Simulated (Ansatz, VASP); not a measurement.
**Two plane-wave programs on Na**

```
CELL_PARAMETERS angstrom
3.24736 -1.86069 -0.01653
3.24736 1.86069 -0.01653
-2.35761 0.00000 12.25708
ATOMIC_POSITIONS crystal
Na 0.20754 0.20754 0.12484
Na 0.79246 0.79246 0.87516
Na 0.37741 0.37741 0.62514
Na 0.62259 0.62259 0.37486
```

Alike in both runs: functional PBE; k mesh 14 × 14 × 4; occupations gaussian, width 0.1 eV; no spin polarisation.

Ansatz relaxed the structure, and its values are those at the end. VASP's run is a single point on that final structure, the one shown.

|  | VASP | Ansatz |
| --- | --- | --- |
| version | VASP 6.6.1 | Ansatz 0.2.0 |
| potentials or method | VASP PAW PBE potentials, release 64 (Na_pv), cutoff 520 eV | scalar-relativistic, plane waves, PAW |
| valence electrons in the cell | 28 | 36 |

```tsv
	VASP	Ansatz	Ansatz less VASP
gap on the k mesh at the Fermi level (eV)	none	none	-
pressure (GPa)	0.0	0.0	+0.01
```

A gap of «none» marks a metal or a gap that the smearing closes. VASP's potentials hold 28 valence electrons a cell and Ansatz's 36, so a difference there can come from the potentials and not from the codes.
